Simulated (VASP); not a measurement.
# TaB3Mo2 (P4/mmm) in VASP: single point with PBE

Aim: the single point of TaB3Mo2 with PBE.

Everything below comes from runs of VASP 6.6.1. Logs are shortened: lines on timing, memory, paths and dates and some standing lists are left out, and cuts for length are marked.

## Step 1: The cell of the first run

Symmetry: P4/mmm, No. 123, tetragonal system. The conventional cell has a = 4.870 Å, b = 4.870 Å, c = 7.479 Å, α = 90.00°, β = 90.00°, γ = 90.00°. Ta (site symmetry 4/mmm) has 2 B at 2.16 Å and 4 Mo at 2.43 Å within 2.9 Å. Within 2.2 Å of B (site symmetry 4mm) lie 1 B at 1.58 Å and 1 Ta at 2.16 Å. Within 2.1 Å of B (site symmetry 4/mmm) lie 2 B at 1.58 Å. Mo (site symmetry mmm) has 2 Ta at 2.43 Å and 4 B at 3.25 Å within 3.3 Å.

The cell was generated, and may not be a known phase.

## Step 2: Single point, PBE, collinear spin

File INCAR:

```
  PREC = Accurate
  ENCUT = 500
  EDIFF = 1E-6
  ISMEAR = 0
  SIGMA = 0.1
  LREAL = F
  LASPH = T
  NELM = 200
  ALGO = Normal
  ISIF = 2
  LWAVE = F
  LCHARG = F
  ISPIN = 2
  MAGMOM = 0 0 0 0 1.29 1.29
  LORBIT = 11
  LMAXMIX = 4
  GGA = PE
  NBANDS = 37
  GGA_COMPAT = F
```

File KPOINTS:

```
Automatic mesh
0
Gamma
  8 8 6
```

File POSCAR:

```
TaB3Mo2
1.0
    4.8698100147      0.0000000000      0.0000000000
    0.0000000000      4.8698100147      0.0000000000
    0.0000000000      0.0000000000      7.4792412048
Ta B Mo
1 3 2
Direct
    0.0000000000      0.0000000000      0.5000000000
    0.0000000000      0.0000000000      0.7885666485
    0.0000000000      0.0000000000      0.2114333515
    0.0000000000      0.0000000000      0.0000000000
    0.0000000000      0.5000000000      0.5000000000
    0.5000000000      0.0000000000      0.5000000000
```

Potentials or basis: VASP PAW PBE potentials, release 64 (Ta_pv, B, Mo_sv).

Started as:

```
$ cat potpaw_PBE.64/Ta_pv/POTCAR potpaw_PBE.64/B/POTCAR potpaw_PBE.64/Mo_sv/POTCAR > POTCAR
$ mpirun -np 1 vasp_std > vasp.out
```

OUTCAR:

```text
PREC = Accurate
   ENCUT = 500
   EDIFF = 1E-6
   ISMEAR = 0
   LREAL = F
   LASPH = T
   NELM = 200
   ISIF = 2
   ISPIN = 2
   LORBIT = 11
   GGA = PE

 ion  position               nearest neighbor table
   1  0.000  0.000  0.500-   2 2.16   3 2.16   5 2.43   6 2.43   5 2.43   6 2.43
   2  0.000  0.000  0.789-   4 1.58   1 2.16
   3  0.000  0.000  0.211-   4 1.58   1 2.16
   4  0.000  0.000  0.000-   2 1.58   3 1.58
   5  0.000  0.500  0.500-   1 2.43   1 2.43   6 3.44   6 3.44   6 3.44   6 3.44
   6  0.500  0.000  0.500-   1 2.43   1 2.43   5 3.44   5 3.44   5 3.44   5 3.44

  LATTYP: Found a simple tetragonal cell.
 ALAT       =     4.8698100147
 C/A-ratio  =     1.5358383966

  Lattice vectors:

 A1 = (   4.8698100147,   0.0000000000,   0.0000000000)
 A2 = (   0.0000000000,   4.8698100147,   0.0000000000)
 A3 = (   0.0000000000,   0.0000000000,   7.4792412048)

Analysis of symmetry for initial positions (statically):
=====================================================================
 Subroutine PRICEL returns:
 Original cell was already a primitive cell.

 Routine SETGRP: Setting up the symmetry group for a
 simple tetragonal supercell.

 Subroutine GETGRP returns: Found 16 space group operations
 (whereof 16 operations were pure point group operations)
 out of a pool of 16 trial point group operations.

The static configuration has the point symmetry D_4h.

Analysis of symmetry for dynamics (positions and initial velocities):
=====================================================================
 Subroutine PRICEL returns:
 Original cell was already a primitive cell.

 Routine SETGRP: Setting up the symmetry group for a
 simple tetragonal supercell.

 Subroutine GETGRP returns: Found 16 space group operations
 (whereof 16 operations were pure point group operations)
 out of a pool of 16 trial point group operations.

The dynamic configuration has the point symmetry D_4h.

Analysis of structural, dynamic, and magnetic symmetry:
=====================================================================
 Subroutine PRICEL returns:
 Original cell was already a primitive cell.

 Routine SETGRP: Setting up the symmetry group for a
 simple tetragonal supercell.

 Subroutine GETGRP returns: Found 16 space group operations
 (whereof 16 operations were pure point group operations)
 out of a pool of 16 trial point group operations.

The overall configuration has the point symmetry D_4h.

 Subroutine INISYM returns: Found 16 space group operations
 (whereof 16 operations are pure point group operations),
 and found     1 'primitive' translations

----------------------------------------------------------------------------------------

                                     Primitive cell

  volume of cell :     177.3706

  direct lattice vectors                    reciprocal lattice vectors
     4.869810015  0.000000000  0.000000000     0.205346820  0.000000000  0.000000000
     0.000000000  4.869810015  0.000000000     0.000000000  0.205346820  0.000000000
     0.000000000  0.000000000  7.479241205     0.000000000  0.000000000  0.133703403

  length of vectors
     4.869810015  4.869810015  7.479241205     0.205346820  0.205346820  0.133703403

  position of ions in fractional coordinates (direct lattice)
     0.000000000  0.000000000  0.500000000
     0.000000000  0.000000000  0.788566649
     0.000000000  0.000000000  0.211433351
     0.000000000  0.000000000  0.000000000
     0.000000000  0.500000000  0.500000000
     0.500000000  0.000000000  0.500000000

  ion indices of the primitive-cell ions
   primitive index   ion index
                 1           1
                 2           2
                 3           3
                 4           4
                 5           5
                 6           6

----------------------------------------------------------------------------------------

 KPOINTS: Automatic mesh

Automatic generation of k-mesh.
 Grid dimensions read from file:
 generate k-points for:    8    8    6

 Generating k-lattice:

  Cartesian coordinates                     Fractional coordinates (reciprocal lattice)
     0.025668352  0.000000000  0.000000000     0.125000000  0.000000000  0.000000000
     0.000000000  0.025668352  0.000000000     0.000000000  0.125000000  0.000000000
     0.000000000  0.000000000  0.022283900     0.000000000  0.000000000  0.166666667

  Length of vectors
     0.025668352  0.025668352  0.022283900

  Shift w.r.t. Gamma in fractional coordinates (k-lattice)
     0.000000000  0.000000000  0.000000000

 Subroutine IBZKPT returns following result:
 ===========================================

 Found     60 irreducible k-points:

 Following reciprocal coordinates:
            Coordinates               Weight
  0.000000  0.000000  0.000000      1.000000
  0.125000  0.000000  0.000000      4.000000
  0.250000  0.000000  0.000000      4.000000
  0.375000  0.000000  0.000000      4.000000
  0.500000  0.000000  0.000000      2.000000
  0.125000  0.125000  0.000000      4.000000
[... 16 lines left out ...]
  0.375000  0.125000  0.166667     16.000000
  0.500000  0.125000  0.166667      8.000000
 [... further k-points ...]
   k-points           NKPTS =     60   k-points in BZ     NKDIM =     60   number of bands    NBANDS=     37
   number of dos      NEDOS =    301   number of ions     NIONS =      6
   total plane-waves  NPLWV =  72576
   dimension x,y,z NGX =    36 NGY =   36 NGZ =   56
   dimension x,y,z NGXF=    72 NGYF=   72 NGZF=  112
   ions per type =               1   3   2
   NGX,Y,Z   is equivalent  to a cutoff of  12.29, 12.29, 12.45 a.u.
   NGXF,Y,Z  is equivalent  to a cutoff of  24.58, 24.58, 24.89 a.u.
 SYSTEM =  unknown system
   PREC   = accura    normal or accurate (medium, high low for compatibility)
   ISTART =      0    job   : 0-new  1-cont  2-samecut
   ICHARG =      2    charge: 1-file 2-atom 10-const
   ISPIN  =      2    spin polarized calculation?
   LNONCOLLINEAR =      F non collinear calculations
   LSORBIT =      F    spin-orbit coupling
   LASPH  =      T    aspherical Exc in radial PAW
   ENCUT  =  500.0 eV  36.75 Ry    6.06 a.u.   8.88  8.88 13.64*2*pi/ulx,y,z
   NELM   =    200;   NELMIN=  2; NELMDL= -5     # of ELM steps
   EDIFF  = 0.1E-05   stopping-criterion for ELM
   LREAL  =      F    real-space projection
   EDIFFG = 0.1E-04   stopping-criterion for IOM
   NSW    =      0    number of steps for IOM
   IBRION =     -1    ionic relax: 0-MD 1-quasi-New 2-CG
   NFREE  =      0    steps in history (QN), initial steepest desc. (CG)
   ISIF   =      2    stress and relaxation
   ISYM   =      2    0-nonsym 1-usesym 2-fastsym
   POTIM  = 0.5000    time-step for ionic-motion
   TEBEG  =    0.0;   TEEND  =   0.0 temperature during run
   PSTRESS=    0.0 pullay stress
   NELECT =      48.0000    total number of electrons
   NUPDOWN=      -1.0000    fix difference up-down
   EMIN   =  10.00;   EMAX   =-10.00  energy-range for DOS
   EFERMI =   0.00;   METHOD = LEGACY
   ISMEAR =     0;   SIGMA  =   0.10  broadening in eV -4-tet -1-fermi 0-gaus
   EFERMI_NEDOS =   21; number of points for ismear=-14 and -15
   IALGO  =     38    algorithm
   IMIX   =      4    mixing-type and parameters
     AMIX     =   0.40;   BMIX     =  1.00
     AMIX_MAG =   1.60;   BMIX_MAG =  1.00
  volume/ion in A,a.u.               =      29.56       199.49
  Fermi-wavevector in a.u.,A,eV,Ry     =   1.058916  2.001061 15.256246  1.121302
  Thomas-Fermi vector in A             =   2.194242
   LORBIT       =     11    0 simple, 1 ext, 2 COOP (PROOUT), +10 PAW based schemes
   GGA     = PE    functional components
   LHFCALC =     F    Hartree Fock is set to
   AEXX    =    0.0000 exact exchange contribution
   IVDW    =     0    specifies the selected vdW correction
   LEPSILON=     F    determine dielectric tensor
   LRPA    =     F    only Hartree local field effects (RPA)
 spin polarized calculation
 Gauss-broadening in eV      SIGMA  =   0.10
  energy-cutoff  :      500.00
  volume of cell :      177.37
 maximum number of plane-waves:      4568
 NGX is ok and might be reduce to    36
   NGX = 17   NGY = 17   NGZ = 27

 number of electron      47.9999999 magnetization       3.0127434

 Free energy of the ion-electron system (eV)
  ---------------------------------------------------
  ext. energy  EPLUGINS =         0.00000000
  ---------------------------------------------------
  free energy    TOTEN  =       -39.36597932 eV

  energy without entropy =      -39.33132237  energy(sigma->0) =      -39.34865084

 E-fermi :   0.5012     XC(G=0):  -7.5202

 val. band max:        0.4952205669   @ k =   0.3750   0.2500   0.0000
 cond. band min:       0.5031462268   @ k =   0.3750   0.1250   0.3333
 fundamental gap:      0.0079256599
 Fermi energy:         0.5012287507

 spin component 1

 k-point     1 :       0.0000    0.0000    0.0000
  band No.  band energies     occupation
      1     -60.7302      1.00000
      2     -60.7214      1.00000
      3     -35.4432      1.00000
      4     -35.4432      1.00000
      5     -35.1027      1.00000
      6     -35.0654      1.00000
[... 28 lines left out ...]
     35       6.0268      0.00000
     36       6.2961      0.00000

 k-point     2 :       0.1250    0.0000    0.0000
  band No.  band energies     occupation
      1     -60.7302      1.00000
      2     -60.7220      1.00000
      3     -35.4407      1.00000
      4     -35.3753      1.00000
      5     -35.1006      1.00000
      6     -35.0661      1.00000
[... 28 lines left out ...]
     35       6.0327      0.00000
     36       6.1474      0.00000
[... 817 lines left out ...]
     35       5.2255      0.00000
     36       6.1713      0.00000

 k-point    24 :       0.5000    0.1250    0.1667
  band No.  band energies     occupation
      1     -60.7297      1.00000
      2     -60.7264      1.00000
      3     -35.3578      1.00000
      4     -35.0827      1.00000
      5     -35.0748      1.00000
      6     -34.8436      1.00000
[... 28 lines left out ...]
     35       5.1039      0.00000
     36       6.5486      0.00000

 [... further k-points ...]

 spin component 2

 k-point     1 :       0.0000    0.0000    0.0000
  band No.  band energies     occupation
      1     -59.6965      1.00000
      2     -59.6875      1.00000
      3     -34.9225      1.00000
      4     -34.9225      1.00000
      5     -33.7229      1.00000
      6     -33.6495      1.00000
[... 28 lines left out ...]
     35       6.1013      0.00000
     36       6.3683      0.00000

 k-point     2 :       0.1250    0.0000    0.0000
  band No.  band energies     occupation
      1     -59.6965      1.00000
      2     -59.6881      1.00000
      3     -34.9210      1.00000
      4     -34.8411      1.00000
      5     -33.7185      1.00000
      6     -33.6503      1.00000
[... 28 lines left out ...]
     35       6.0541      0.00000
     36       6.2149      0.00000
[... 817 lines left out ...]
     35       5.4363      0.00000
     36       6.5485      0.00000

 k-point    24 :       0.5000    0.1250    0.1667
  band No.  band energies     occupation
      1     -59.6962      1.00000
      2     -59.6926      1.00000
      3     -34.8313      1.00000
      4     -34.1170      1.00000
      5     -33.6834      1.00000
      6     -33.6596      1.00000
[... 28 lines left out ...]
     35       5.2069      0.00000
     36       6.7868      0.00000

 [... further k-points ...]

 [bands above 36 left out]

------------------------ aborting loop because EDIFF is reached ----------------------------------------

  FORCE on cell =-STRESS in cart. coord.  units (eV):
  Direction    XX          YY          ZZ          XY          YZ          ZX
  --------------------------------------------------------------------------------------
  -------------------------------------------------------------------------------------
  Total        0.2288278      0.2288278      0.0186325      0.0000000      0.0000000      0.0000000
  in kB        2.0669870      2.0669870      0.1683061      0.0000000      0.0000000      0.0000000
  external PRESSURE =       1.4340933 kB  Pullay stress =       0.0000000 kB

 VOLUME and BASIS-vectors are now :
 -----------------------------------------------------------------------------
  energy-cutoff  :      500.00
  volume of cell :      177.37
      direct lattice vectors                 reciprocal lattice vectors
     4.869810015  0.000000000  0.000000000     0.205346820  0.000000000  0.000000000
     0.000000000  4.869810015  0.000000000     0.000000000  0.205346820  0.000000000
     0.000000000  0.000000000  7.479241205     0.000000000  0.000000000  0.133703403

 POSITION                                       TOTAL-FORCE (eV/Angst)
 -----------------------------------------------------------------------------------
      0.00000      0.00000      3.73962        -0.000000     -0.000000      0.000000
      0.00000      0.00000      5.89788        -0.000000      0.000000      0.005261
      0.00000      0.00000      1.58136         0.000000      0.000000     -0.005261
      0.00000      0.00000      0.00000        -0.000000     -0.000000      0.000000
      0.00000      2.43491      3.73962        -0.000000     -0.000000      0.000000
      2.43491      0.00000      3.73962        -0.000000     -0.000000      0.000000
 -----------------------------------------------------------------------------------
    total drift:                                0.000000      0.000000      0.000000

  FREE ENERGIE OF THE ION-ELECTRON SYSTEM (eV)
  ---------------------------------------------------
  free  energy   TOTEN  =       -39.3659793209 eV

  energy  without entropy=      -39.3313223657  energy(sigma->0) =      -39.34865084

 total charge

# of ion       s       p       d       tot
------------------------------------------
    1        0.455   6.233   2.777   9.465
    2        0.757   0.991   0.000   1.748
    3        0.757   0.991   0.000   1.748
    4        0.804   1.055   0.000   1.860
    5        2.286   6.043   3.992  12.321
    6        2.286   6.043   3.992  12.321
--------------------------------------------------
tot          7.346  21.355  10.761  39.462

 magnetization (x)

# of ion       s       p       d       tot
------------------------------------------
    1       -0.009   0.014  -0.175  -0.169
    2       -0.009  -0.074   0.000  -0.084
    3       -0.009  -0.074   0.000  -0.084
    4       -0.010  -0.118   0.000  -0.128
    5        0.019   0.009   1.554   1.582
    6        0.019   0.009   1.554   1.582
--------------------------------------------------
tot          0.000  -0.235   2.934   2.700
```

Wall time 13 min (1 thread of Intel Xeon Platinum 8488C (Sapphire Rapids), shared host); peak memory 0.69 GiB.

What came out:

* Free energy: -39.3660 eV
* Pressure: 0.1 GPa
* Largest force: 0.005 eV/Å
* Net moment: 3.01 μB per cell
* Site moments: Ta -0.17; B -0.08, -0.13 (each value once); Mo +1.58 μB
* Valence electrons inside the program's atomic spheres: Ta 9.46; B 1.75, 1.86 (each value once); Mo 12.32

Forces in eV/Å, atoms in the order of the input:
```
Ta   0.000  0.000  0.000
B    0.000  0.000  0.005
B    0.000  0.000 -0.005
B    0.000  0.000  0.000
Mo   0.000  0.000  0.000
Mo   0.000  0.000  0.000
```

Caveat: spin-orbit coupling is left out, which moves the levels of the heavy elements.
